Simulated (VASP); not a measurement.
Input of a VASP 6.6.1 run:

File INCAR:

```
SYSTEM = CdSe
PREC = Accurate
ENCUT = 520
EDIFF = 1E-7
ISMEAR = 0
SIGMA = 0.05
LREAL = .FALSE.
LASPH = .TRUE.
NELM = 100
ALGO = Normal
ISIF = 2
LWAVE = .FALSE.
LCHARG = .TRUE.
GGA = PS
LELF = .TRUE.
LVHAR = .TRUE.
NBANDS = 16
```

File KPOINTS:

```
regular mesh
0
G
  10 10 10
  0 0 0
```

POSCAR

```
CdSe
1.0
   -0.3345440567      3.3454405672      3.0413096065
    3.0413096065     -0.3345440567      3.0413096065
    2.7067655498      3.0108965104      0.0000000000
Cd Se
1 1
Direct
    0.0000000000      0.0000000000      0.0000000000
    0.7500000000      0.7500000000      0.7500000000
```

Potentials or basis: VASP PAW PBE potentials, release 64 (Cd, Se).

The run is started by

```sh
$ cat potpaw_PBE.64/Cd/POTCAR potpaw_PBE.64/Se/POTCAR > POTCAR
$ mpirun -np 1 vasp_std > vasp.out
```

Question: Estimate the largest force.

Answer: 0.822 eV/Å.

Question: Estimate the band gap on the k mesh.

Answer: 0.28 eV.

Forces on the atoms (eV/Å):
```
Cd   0.000  0.000  0.822
Se   0.000  0.000 -0.822
```

Caveat: the cell differs from its parent crystal (engineering shear strain xz -0.2200, normal strain along z +0.1000); the PAW data sets were made with another functional, which shifts forces and pressure a little.
